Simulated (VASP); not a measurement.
# I in VASP: further runs, part 2 of 2

VASP 6.6.1.

## 5. Single point, r2SCAN

This run uses another cell than the first one: it holds 2 atoms, not 1.

Contents of POSCAR:

```
I
1.0
    2.4139562493      1.3936982903      4.0803525329
   -2.4139562493      1.3936982903      4.0803525329
    0.0000000000     -2.7873965807      4.0803525329
I
2
Direct
    0.2500026871      0.2500026871      0.2500026871
    0.7499973129      0.7499973129      0.7499973129
```

Contents of INCAR.step1:

```
ALGO = Normal
EDIFF = 1E-4
ENCUT = 520
GGA = PE
ISMEAR = 0
LASPH = T
LCHARG = F
LREAL = F
LWAVE = T
NBANDS = 14
NELM = 100
PREC = Accurate
SIGMA = 0.1
```

Contents of INCAR.step2:

```
ALGO = Normal
EDIFF = 1E-6
ENCUT = 520
ISIF = 2
ISMEAR = 0
ISTART = 1
LASPH = T
LCHARG = F
LMIXTAU = T
LREAL = F
LWAVE = F
METAGGA = R2SCAN
NBANDS = 14
NELM = 100
PREC = Accurate
SIGMA = 0.1
```

Contents of KPOINTS:

```
k-points
0
Gamma
  6 6 6
```

Potentials or basis: VASP PAW PBE potentials, release 64 (I).

Command:

```console
$ cat potpaw_PBE.64/I/POTCAR > POTCAR
$ cp INCAR.step1 INCAR
$ mpirun -np 1 vasp_std > vasp.out
$ cp INCAR.step2 INCAR
$ mpirun -np 1 vasp_std > vasp.out
```

OUTCAR:

```text
EDIFF = 1E-6
   ENCUT = 520
   ISIF = 2
   ISMEAR = 0
   ISTART = 1
   LASPH = T
   LREAL = F
   METAGGA = R2SCAN
   NELM = 100
   PREC = Accurate

 ion  position               nearest neighbor table
   1  0.250  0.250  0.250-   2 3.45   2 3.45   2 3.45   2 3.45   2 3.45   2 3.45
   2  0.750  0.750  0.750-   1 3.45   1 3.45   1 3.45   1 3.45   1 3.45   1 3.45

  LATTYP: Found a trigonal (rhomboedric) cell.
 ALAT       =     4.9415439379
 COS(alpha) =     0.5227307408

  Lattice vectors:

 A1 = (   2.4139562493,   1.3936982903,   4.0803525329)
 A2 = (  -2.4139562493,   1.3936982903,   4.0803525329)
 A3 = (   0.0000000000,  -2.7873965807,   4.0803525329)

Analysis of symmetry for initial positions (statically):
=====================================================================
 Subroutine PRICEL returns:
 Original cell was already a primitive cell.

 Routine SETGRP: Setting up the symmetry group for a
 trigonal (rhombohedral) supercell.

 Subroutine GETGRP returns: Found 12 space group operations
 (whereof 12 operations were pure point group operations)
 out of a pool of 12 trial point group operations.

[... 176 lines left out ...]
      5       0.1243      2.00000
      6       2.8852      1.99833
      7       2.8852      1.99833
      8       2.9952      1.88752
      9       8.8795      0.00000
     10       9.0947      0.00000
     11       9.1882      0.00000
     12       9.1882      0.00000
     13      10.1531      0.00000
     14      10.1531      0.00000
[... 377 lines left out ...]
      1      -9.8416      2.00000
      2      -9.4090      2.00000
      3      -1.5249      2.00000
      4      -1.0605      2.00000
      5       0.0996      2.00000
      6       2.1711      2.00000
      7       3.7586      0.00000
      8       4.0756      0.00000
      9       8.1351      0.00000
     10      10.5252      0.00000
     11      11.8362      0.00000
     12      12.5685      0.00000
     13      13.7553      0.00000
     14      14.3885      0.00000

 [... further k-points ...]

------------------------ aborting loop because EDIFF is reached ----------------------------------------

  FORCE on cell =-STRESS in cart. coord.  units (eV):
  Direction    XX          YY          ZZ          XY          YZ          ZX
  --------------------------------------------------------------------------------------
  -------------------------------------------------------------------------------------
  Total       -0.0567026     -0.0567026      0.0058197      0.0000000     -0.0000000      0.0000000
  in kB       -1.1029766     -1.1029766      0.1132045      0.0000000     -0.0000000      0.0000000
  external PRESSURE =      -0.6975829 kB  Pullay stress =       0.0000000 kB

 VOLUME and BASIS-vectors are now :
 -----------------------------------------------------------------------------
  energy-cutoff  :      520.00
  volume of cell :       82.37
      direct lattice vectors                 reciprocal lattice vectors
     2.413956249  1.393698290  4.080352533     0.207128858  0.119585902  0.081692288
    -2.413956249  1.393698290  4.080352533    -0.207128858  0.119585902  0.081692288
     0.000000000 -2.787396581  4.080352533     0.000000000 -0.239171803  0.081692288

 POSITION                                       TOTAL-FORCE (eV/Angst)
 -----------------------------------------------------------------------------------
      0.00000     -0.00000      3.06030         0.000000      0.000000     -0.000223
      0.00000     -0.00000      9.18076         0.000000     -0.000000      0.000223
 -----------------------------------------------------------------------------------
    total drift:                               -0.000000     -0.000000      0.000000

  FREE ENERGIE OF THE ION-ELECTRON SYSTEM (eV)
  ---------------------------------------------------
  free  energy   TOTEN  =       -48.3311354276 eV

  energy  without entropy=      -48.3130694254  energy(sigma->0) =      -48.32210243
```

Wall time 59 s (1 thread of Intel Xeon 6975P-C (Granite Rapids), shared host); peak memory 0.25 GiB.

What came out:

* Free energy: -48.3311 eV
* Pressure: -0.1 GPa
* Band gap on the k mesh: zero (bands 7 and 8 overlap by 2.76 eV)

Stress tensor (GPa, compression positive):
```
-0.11  0.00  0.00
 0.00 -0.11  0.00
 0.00  0.00  0.01
```

Caveat: the PAW data sets were made with another functional, which shifts forces and pressure a little; spin-orbit coupling is left out, which moves the levels of the heavy elements.

## 6. Single point, r2SCAN

This run uses another cell than the first one, of 41.09 Å³/atom.

Contents of POSCAR:

```
I
1.0
    2.4125505810      1.3928867274      2.0378188413
   -2.4125505810      1.3928867274      2.0378188413
    0.0000000000     -2.7857734548      2.0378188413
I
1
Direct
    0.5000000000      0.5000000000      0.5000000000
```

Contents of INCAR.step1:

```
ALGO     = Normal         # electronic algorithm
EDIFF    = 1E-4           # SCF threshold, eV
ENCUT    = 520            # plane-wave cutoff, eV
GGA      = PE             # functional
ISMEAR   = 0              # smearing method
LASPH    = True           # aspherical terms in the spheres
LCHARG   = False          # write CHGCAR
LREAL    = False          # projectors in reciprocal space
LWAVE    = True           # write WAVECAR
NBANDS   = 10             # bands
NELM     = 100            # most SCF steps
PREC     = Accurate       # precision mode
SIGMA    = 0.1            # smearing width, eV
```

Contents of INCAR.step2:

```
ALGO     = Normal         # electronic algorithm
EDIFF    = 1E-7           # SCF threshold, eV
ENCUT    = 520            # plane-wave cutoff, eV
ISIF     = 2              # what is computed and relaxed
ISMEAR   = 0              # smearing method
ISTART   = 1            
LASPH    = True           # aspherical terms in the spheres
LCHARG   = False          # write CHGCAR
LMIXTAU  = True         
LREAL    = False          # projectors in reciprocal space
LWAVE    = False          # write WAVECAR
METAGGA  = R2SCAN         # meta-GGA
NBANDS   = 10             # bands
NELM     = 100            # most SCF steps
PREC     = Accurate       # precision mode
SIGMA    = 0.1            # smearing width, eV
```

Contents of KPOINTS:

```
k-points
0
Gamma
  18 18 18
```

Potentials or basis: VASP PAW PBE potentials, release 64 (I).

Command:

```console
$ cat potpaw_PBE.64/I/POTCAR > POTCAR
$ cp INCAR.step1 INCAR
$ mpirun -np 1 vasp_std > vasp.out
$ cp INCAR.step2 INCAR
$ mpirun -np 1 vasp_std > vasp.out
```

OUTCAR:

```text
EDIFF = 1E-7
   ENCUT = 520
   ISIF = 2
   ISMEAR = 0
   ISTART = 1
   LASPH = True
   LREAL = False
   METAGGA = R2SCAN
   NELM = 100
   PREC = Accurate

 ion  position               nearest neighbor table
   1  0.500  0.500  0.500-

  LATTYP: Found a trigonal (rhomboedric) cell.
 ALAT       =     3.4515560797
 COS(alpha) =     0.0228685709

  Lattice vectors:

 A1 = (   2.4125505810,   1.3928867274,   2.0378188413)
 A2 = (  -2.4125505810,   1.3928867274,   2.0378188413)
 A3 = (   0.0000000000,  -2.7857734548,   2.0378188413)
[... 492 lines left out ...]

 [... further k-points ...]

------------------------ aborting loop because EDIFF is reached ----------------------------------------

  FORCE on cell =-STRESS in cart. coord.  units (eV):
  Direction    XX          YY          ZZ          XY          YZ          ZX
  --------------------------------------------------------------------------------------
  -------------------------------------------------------------------------------------
  Total       -0.0126408     -0.0126408     -0.0206651      0.0000000     -0.0000000      0.0000000
  in kB       -0.4929211     -0.4929211     -0.8058221      0.0000000     -0.0000000      0.0000000
  external PRESSURE =      -0.5972214 kB  Pullay stress =       0.0000000 kB

 VOLUME and BASIS-vectors are now :
 -----------------------------------------------------------------------------
  energy-cutoff  :      520.00
  volume of cell :       41.09
      direct lattice vectors                 reciprocal lattice vectors
     2.412550581  1.392886727  2.037818841     0.207249541  0.119655578  0.163573585
    -2.412550581  1.392886727  2.037818841    -0.207249541  0.119655578  0.163573585
     0.000000000 -2.785773455  2.037818841     0.000000000 -0.239311156  0.163573585

 POSITION                                       TOTAL-FORCE (eV/Angst)
 -----------------------------------------------------------------------------------
      0.00000      0.00000      3.05673         0.000000      0.000000      0.000000
 -----------------------------------------------------------------------------------
    total drift:                               -0.000000     -0.000000      0.000000

  FREE ENERGIE OF THE ION-ELECTRON SYSTEM (eV)
  ---------------------------------------------------
  free  energy   TOTEN  =       -24.1678727101 eV

  energy  without entropy=      -24.1621304413  energy(sigma->0) =      -24.16500158
```

Run time: 4.5 min. Hardware: 1 thread of Intel Xeon 6975P-C (Granite Rapids), shared host; peak memory 0.34 GiB.

Results:

* Free energy: -24.1679 eV
* Pressure: -0.1 GPa
* Band gap on the k mesh: zero (an odd number of electrons rules out a gap without spin polarisation)

Caveat: the PAW data sets were made with another functional, which shifts forces and pressure a little; spin-orbit coupling is left out, which moves the levels of the heavy elements; an odd number of electrons without spin polarisation forces a metal; a magnetic or distorted state may lie lower.

## 7. Overview

| task | cell | k mesh | cutoff (eV) | gap on the mesh (eV) | pressure (GPa) |
| --- | --- | --- | --- | --- | --- |
| single point | a = 3.607 Å, 1 atom, atomic positions A | 6 × 6 × 6 | 520 | none | -2.6 |
| single point | a = 3.452 Å, 1 atom, atomic positions A | 12 × 12 × 12 | 520 | none | -0.1 |
| relaxation of cell and atoms | relaxed from a = 3.452 Å, 1 atom, atomic positions A | 12 × 12 × 12 | 600 | none | 0.0 |
| single point | a = 4.942 Å, angles 58.5°, 2 atoms, atomic positions B | 6 × 6 × 6 | 520 | none | -0.1 |
| single point | a = 3.452 Å, angles 88.7°, 1 atom, atomic positions A | 18 × 18 × 18 | 520 | none | -0.1 |

Alike in all rows: level r2SCAN; potentials or basis VASP PAW PBE potentials, release 64 (I); no spin polarisation; smearing gaussian 0.1 eV.

Caveats: the PAW data sets were made with another functional, which shifts forces and pressure a little; spin-orbit coupling is left out, which moves the levels of the heavy elements; an odd number of electrons without spin polarisation forces a metal (at least some runs); a magnetic or distorted state may lie lower (at least some runs).

Total energies depend on the potentials used, so only differences within one code and one set of settings carry meaning.
